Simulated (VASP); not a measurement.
# GaAs (I-4m2) in VASP: notebook

Runs on GaAs. Level: r2SCAN. Tasks: single point.

All numbers are computed with VASP 6.6.1; they aren't measurements. Logs are shortened: lines on timing, memory, paths and dates and some standing lists are left out, and cuts for length are marked.

**1. The cell of the first run**

Symmetry: I-4m2, No. 119, tetragonal system. The conventional cell has a = 3.806 Å, b = 3.806 Å, c = 5.808 Å, α = 90.00°, β = 90.00°, γ = 90.00°. Ga (site symmetry -4m2) has 4 As at 2.39 Å within 3.2 Å. As (site symmetry -4m2) has 4 Ga at 2.39 Å within 3.2 Å.

**2. Single point, r2SCAN (strain -0.050 along x and y, +0.025 along z)**

File POSCAR:

```
GaAs
1.0
    0.0000000000      2.6915434710      2.9040337450
    2.6915434710      0.0000000000      2.9040337450
    2.6915434710      2.6915434710      0.0000000000
Ga As
1 1
Direct
    0.0000000000      0.0000000000      0.0000000000
    0.7500000000      0.7500000000      0.7500000000
```

File INCAR.step1:

```
SYSTEM = GaAs
  PREC = Accurate
  ENCUT = 520
  ISMEAR = 0
  SIGMA = 0.05
  LREAL = .FALSE.
  LASPH = .TRUE.
  NELM = 80
  NBANDS = 16
  GGA = PE
  ALGO = Normal
  EDIFF = 1E-4
  LWAVE = .TRUE.
  LCHARG = .FALSE.
```

File INCAR.step2:

```
SYSTEM = GaAs
  PREC = Accurate
  ENCUT = 520
  EDIFF = 1E-7
  ISMEAR = 0
  SIGMA = 0.05
  LREAL = .FALSE.
  LASPH = .TRUE.
  NELM = 80
  ALGO = Normal
  ISIF = 2
  LWAVE = .FALSE.
  LCHARG = .FALSE.
  METAGGA = R2SCAN
  LMIXTAU = .TRUE.
  NBANDS = 16
  ISTART = 1
```

File KPOINTS:

```
Automatic mesh
0
G
  8 8 8
  0 0 0
```

Potentials or basis: VASP PAW PBE potentials, release 64 (Ga_d, As).

The run is started by

```
$ cat potpaw_PBE.64/Ga_d/POTCAR potpaw_PBE.64/As/POTCAR > POTCAR
$ cp INCAR.step1 INCAR
$ mpirun -np 1 vasp_std > vasp.out
$ cp INCAR.step2 INCAR
$ mpirun -np 1 vasp_std > vasp.out
```

OUTCAR:

```text
SYSTEM = GaAs
   PREC = Accurate
   ENCUT = 520
   EDIFF = 1E-7
   ISMEAR = 0
   LREAL = .FALSE.
   LASPH = .TRUE.
   NELM = 80
   ISIF = 2
   METAGGA = R2SCAN
   ISTART = 1

 ion  position               nearest neighbor table
   1  0.000  0.000  0.000-   2 2.39   2 2.39   2 2.39   2 2.39
   2  0.750  0.750  0.750-   1 2.39   1 2.39   1 2.39   1 2.39

  LATTYP: Found a body centered tetragonal cell.
 ALAT       =     3.8064172804
 C/A-ratio  =     1.5258620015

  Lattice vectors:

 A1 = (  -2.6915434710,   0.0000000000,   2.9040337450)
 A2 = (   2.6915434710,   0.0000000000,   2.9040337450)
 A3 = (   0.0000000000,   2.6915434710,  -2.9040337450)

Analysis of symmetry for initial positions (statically):
=====================================================================
 Subroutine PRICEL returns:
 Original cell was already a primitive cell.

 Routine SETGRP: Setting up the symmetry group for a
 body centered tetragonal supercell.

 Subroutine GETGRP returns: Found  8 space group operations
 (whereof  8 operations were pure point group operations)
 out of a pool of 16 trial point group operations.

The static configuration has the point symmetry D_2d.

Analysis of symmetry for dynamics (positions and initial velocities):
=====================================================================
 Subroutine PRICEL returns:
 Original cell was already a primitive cell.

 Routine SETGRP: Setting up the symmetry group for a
 body centered tetragonal supercell.

 Subroutine GETGRP returns: Found  8 space group operations
 (whereof  8 operations were pure point group operations)
 out of a pool of 16 trial point group operations.

The dynamic configuration has the point symmetry D_2d.

 Subroutine INISYM returns: Found  8 space group operations
 (whereof  8 operations are pure point group operations),
 and found     1 'primitive' translations

----------------------------------------------------------------------------------------

                                     Primitive cell

  volume of cell :      42.0760

  direct lattice vectors                    reciprocal lattice vectors
     0.000000000  2.691543471  2.904033745    -0.185767016  0.185767016  0.172174308
     2.691543471  0.000000000  2.904033745     0.185767016 -0.185767016  0.172174308
     2.691543471  2.691543471  0.000000000     0.185767016  0.185767016 -0.172174308

  length of vectors
     3.959522477  3.959522477  3.806417280     0.314106289  0.314106289  0.314106289

  position of ions in fractional coordinates (direct lattice)
     0.000000000  0.000000000  0.000000000
     0.750000000  0.750000000  0.750000000

  ion indices of the primitive-cell ions
   primitive index   ion index
                 1           1
                 2           2

----------------------------------------------------------------------------------------

 KPOINTS: Automatic mesh

Automatic generation of k-mesh.
 Grid dimensions read from file:
 generate k-points for:    8    8    8

 Generating k-lattice:

  Cartesian coordinates                     Fractional coordinates (reciprocal lattice)
    -0.023220877  0.023220877  0.021521788     0.125000000  0.000000000  0.000000000
     0.023220877 -0.023220877  0.021521788     0.000000000  0.125000000  0.000000000
     0.023220877  0.023220877 -0.021521788    -0.000000000 -0.000000000  0.125000000

  Length of vectors
     0.039263286  0.039263286  0.039263286

  Shift w.r.t. Gamma in fractional coordinates (k-lattice)
     0.000000000  0.000000000  0.000000000

 Subroutine IBZKPT returns following result:
 ===========================================

 Found     59 irreducible k-points:

 Following reciprocal coordinates:
            Coordinates               Weight
  0.000000  0.000000  0.000000      1.000000
  0.125000  0.000000  0.000000      8.000000
  0.250000  0.000000  0.000000      8.000000
  0.375000  0.000000  0.000000      8.000000
  0.500000  0.000000  0.000000      4.000000
  0.125000  0.125000  0.000000      2.000000
[... 16 lines left out ...]
  0.250000  0.000000  0.125000     16.000000
  0.375000  0.000000  0.125000     16.000000
 [... further k-points ...]
   k-points           NKPTS =     59   k-points in BZ     NKDIM =     59   number of bands    NBANDS=     16
   number of dos      NEDOS =    301   number of ions     NIONS =      2
   total plane-waves  NPLWV =  25200
   dimension x,y,z NGX =    30 NGY =   30 NGZ =   28
   dimension x,y,z NGXF=    60 NGYF=   60 NGZF=   56
   ions per type =               1   1
   NGX,Y,Z   is equivalent  to a cutoff of  12.60, 12.60, 12.23 a.u.
   NGXF,Y,Z  is equivalent  to a cutoff of  25.19, 25.19, 24.46 a.u.
 SYSTEM =  GaAs
   PREC   = accura    normal or accurate (medium, high low for compatibility)
   ISTART =      1    job   : 0-new  1-cont  2-samecut
   ICHARG =      0    charge: 1-file 2-atom 10-const
   ISPIN  =      1    spin polarized calculation?
   LNONCOLLINEAR =      F non collinear calculations
   LSORBIT =      F    spin-orbit coupling
   LASPH  =      T    aspherical Exc in radial PAW
   ENCUT  =  520.0 eV  38.22 Ry    6.18 a.u.   7.36  7.36  7.08*2*pi/ulx,y,z
   NELM   =     80;   NELMIN=  2; NELMDL=  0     # of ELM steps
   EDIFF  = 0.1E-06   stopping-criterion for ELM
   LREAL  =      F    real-space projection
   EDIFFG = 0.1E-05   stopping-criterion for IOM
   NSW    =      0    number of steps for IOM
   IBRION =     -1    ionic relax: 0-MD 1-quasi-New 2-CG
   NFREE  =      0    steps in history (QN), initial steepest desc. (CG)
   ISIF   =      2    stress and relaxation
   ISYM   =      2    0-nonsym 1-usesym 2-fastsym
   POTIM  = 0.5000    time-step for ionic-motion
   TEBEG  =    0.0;   TEEND  =   0.0 temperature during run
   PSTRESS=    0.0 pullay stress
   NELECT =      18.0000    total number of electrons
   NUPDOWN=      -1.0000    fix difference up-down
   EMIN   =  10.00;   EMAX   =-10.00  energy-range for DOS
   EFERMI =   0.00;   METHOD = LEGACY
   ISMEAR =     0;   SIGMA  =   0.05  broadening in eV -4-tet -1-fermi 0-gaus
   EFERMI_NEDOS =   21; number of points for ismear=-14 and -15
   IALGO  =     38    algorithm
   IMIX   =      4    mixing-type and parameters
     AMIX     =   0.40;   BMIX     =  1.00
     AMIX_MAG =   1.60;   BMIX_MAG =  1.00
  volume/ion in A,a.u.               =      21.04       141.97
  Fermi-wavevector in a.u.,A,eV,Ry     =   1.233543  2.331058 20.703000  1.521628
  Thomas-Fermi vector in A             =   2.368269
   LORBIT       =      0    0 simple, 1 ext, 2 COOP (PROOUT), +10 PAW based schemes
   METAGGA = R2SCAN    functional components
   LHFCALC =     F    Hartree Fock is set to
   AEXX    =    0.0000 exact exchange contribution
   IVDW    =     0    specifies the selected vdW correction
   LEPSILON=     F    determine dielectric tensor
   LRPA    =     F    only Hartree local field effects (RPA)
 non-spin polarized calculation
 Gauss-broadening in eV      SIGMA  =   0.05
  energy-cutoff  :      520.00
  volume of cell :       42.08
 maximum number of plane-waves:      1147
 NGX is ok and might be reduce to    30
   NGX = 15   NGY = 15   NGZ = 15

 number of electron      18.0000009 magnetization

 Free energy of the ion-electron system (eV)
  ---------------------------------------------------
  ext. energy  EPLUGINS =         0.00000000
  ---------------------------------------------------
  free energy    TOTEN  =       -26.94593460 eV

  energy without entropy =      -26.94593460  energy(sigma->0) =      -26.94593460

 E-fermi :   4.8154     XC(G=0): -10.6063

 val. band max:        4.5601798107   @ k =   0.0000   0.0000   0.0000
 cond. band min:       5.8025913407   @ k =   0.3750   0.0000   0.3750
 fundamental gap:      1.2424115300
 Fermi energy:         4.8153862939

 k-point     1 :       0.0000    0.0000    0.0000
  band No.  band energies     occupation
      1     -11.0141      2.00000
      2     -10.9939      2.00000
      3     -10.9934      2.00000
      4     -10.8963      2.00000
      5     -10.8902      2.00000
      6      -9.3690      2.00000
[... 8 lines left out ...]
     15      14.2704      0.00000
     16      15.6579      0.00000

 k-point     2 :       0.1250    0.0000    0.0000
  band No.  band energies     occupation
      1     -11.0257      2.00000
      2     -10.9999      2.00000
      3     -10.9888      2.00000
      4     -10.8972      2.00000
      5     -10.8890      2.00000
      6      -9.1543      2.00000
[... 8 lines left out ...]
     15      14.0002      0.00000
     16      14.8675      0.00000

 k-point     3 :       0.2500    0.0000    0.0000
  band No.  band energies     occupation
      1     -11.0679      2.00000
      2     -10.9918      2.00000
      3     -10.9787      2.00000
      4     -10.8984      2.00000
      5     -10.8855      2.00000
      6      -8.5580      2.00000
[... 8 lines left out ...]
     15      14.2747      0.00000
     16      14.5531      0.00000

 k-point     4 :       0.3750    0.0000    0.0000
  band No.  band energies     occupation
      1     -11.1044      2.00000
      2     -10.9837      2.00000
      3     -10.9704      2.00000
      4     -10.8977      2.00000
      5     -10.8800      2.00000
      6      -7.7508      2.00000
[... 8 lines left out ...]
     15      15.2459      0.00000
     16      15.8508      0.00000
[... 324 lines left out ...]
 k-point    22 :       0.1250    0.0000    0.1250
  band No.  band energies     occupation
      1     -11.0286      2.00000
      2     -11.0032      2.00000
      3     -10.9857      2.00000
      4     -10.9007      2.00000
      5     -10.8873      2.00000
      6      -9.0706      2.00000
[... 8 lines left out ...]
     15      14.3684      0.00000
     16      14.8709      0.00000

 k-point    23 :       0.2500    0.0000    0.1250
  band No.  band energies     occupation
      1     -11.0664      2.00000
      2     -10.9902      2.00000
      3     -10.9767      2.00000
      4     -10.9049      2.00000
      5     -10.8836      2.00000
      6      -8.5909      2.00000
[... 8 lines left out ...]
     15      14.8037      0.00000
     16      15.7491      0.00000

 k-point    24 :       0.3750    0.0000    0.1250
  band No.  band energies     occupation
      1     -11.1020      2.00000
      2     -10.9794      2.00000
      3     -10.9685      2.00000
      4     -10.9052      2.00000
      5     -10.8793      2.00000
      6      -7.8321      2.00000
[... 8 lines left out ...]
     15      15.5164      0.00000
     16      16.6107      0.00000

 [... further k-points ...]

------------------------ aborting loop because EDIFF is reached ----------------------------------------

  FORCE on cell =-STRESS in cart. coord.  units (eV):
  Direction    XX          YY          ZZ          XY          YZ          ZX
  --------------------------------------------------------------------------------------
  -------------------------------------------------------------------------------------
  Total        2.3091577      2.3091577      0.7280289      0.0000000      0.0000000     -0.0000000
  in kB       87.9285124     87.9285124     27.7220130      0.0000000      0.0000000     -0.0000000
  external PRESSURE =      67.8596793 kB  Pullay stress =       0.0000000 kB

 VOLUME and BASIS-vectors are now :
 -----------------------------------------------------------------------------
  energy-cutoff  :      520.00
  volume of cell :       42.08
      direct lattice vectors                 reciprocal lattice vectors
     0.000000000  2.691543471  2.904033745    -0.185767016  0.185767016  0.172174308
     2.691543471  0.000000000  2.904033745     0.185767016 -0.185767016  0.172174308
     2.691543471  2.691543471  0.000000000     0.185767016  0.185767016 -0.172174308

 POSITION                                       TOTAL-FORCE (eV/Angst)
 -----------------------------------------------------------------------------------
      0.00000      0.00000      0.00000        -0.000000     -0.000000      0.000000
      4.03732      4.03732      4.35605         0.000000      0.000000     -0.000000
 -----------------------------------------------------------------------------------
    total drift:                                0.000036      0.000036      0.000487

  FREE ENERGIE OF THE ION-ELECTRON SYSTEM (eV)
  ---------------------------------------------------
  free  energy   TOTEN  =       -26.9459345994 eV

  energy  without entropy=      -26.9459345994  energy(sigma->0) =      -26.94593460
```

Run time: 2.8 min. Hardware: 1 thread of Intel Xeon 6975P-C, shared host; peak memory 0.19 GiB.

What came out:

```
Free energy            : -26.9459 eV
Pressure               : 6.8 GPa
Band gap on the k mesh : 1.24 eV, indirect (least direct gap 1.35 eV)
```

Stress tensor (GPa, compression positive):
```
8.79 0.00 0.00
0.00 8.79 0.00
0.00 0.00 2.77
```

Caveat: the cell differs from its parent crystal (strain -0.050 along x and y, +0.025 along z); the PAW data sets were made with another functional, which shifts forces and pressure a little.

[end of part 1 of 2]
